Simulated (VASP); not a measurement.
Write the native input for VASP 6.6.1 that does the following.

```
Task                   : single point
Functional             : PBEsol
Dispersion             : D3(BJ)
Potentials or basis    : VASP PAW PBE potentials, release 64 (Ta_pv)
Cutoff                 : 500 eV
k mesh                 : 8 × 8 × 8
Occupations            : gaussian, width 0.1 eV
Spin                   : no spin polarisation
Dipole correction      : no
Further INCAR settings : ALGO = Normal; EDIFF = 1e-06; NBANDS = 12
```

The structure of Ta lies in POSCAR:

```
Ta
1.0
   -1.6400000000      1.6400000000      1.6400000000
    1.6400000000     -1.6400000000      1.6400000000
    1.6400000000      1.6400000000     -1.6400000000
Ta
1
Direct
    0.0000000000      0.0000000000      0.0000000000
```

One way to write it, as run:

INCAR

```
SYSTEM = Ta
PREC = Accurate
ENCUT = 500
EDIFF = 1E-6
ISMEAR = 0
SIGMA = 0.1
LREAL = .FALSE.
LASPH = .TRUE.
NELM = 120
ALGO = Normal
ISIF = 2
LWAVE = .FALSE.
LCHARG = .FALSE.
GGA = PS
IVDW = 12
NBANDS = 12
GGA_COMPAT = .FALSE.
```

KPOINTS

```
regular mesh
0
G
  8 8 8
  0 0 0
```

Potentials or basis: VASP PAW PBE potentials, release 64 (Ta_pv).

Launch:

```console
$ cat potpaw_PBE.64/Ta_pv/POTCAR > POTCAR
$ mpirun -np 1 vasp_std > vasp.out
```

It gave:

```
Pressure                   : -8.2 GPa
Dispersion energy per atom : -0.743 eV
```

Caveat: the PAW data sets were made with another functional, which shifts forces and pressure a little; pairwise dispersion overbinds metals, which lowers pressure and volume.

Run time: 11 s on 1 thread of AMD EPYC 7R13, on a shared host, peak memory 0.12 GiB.
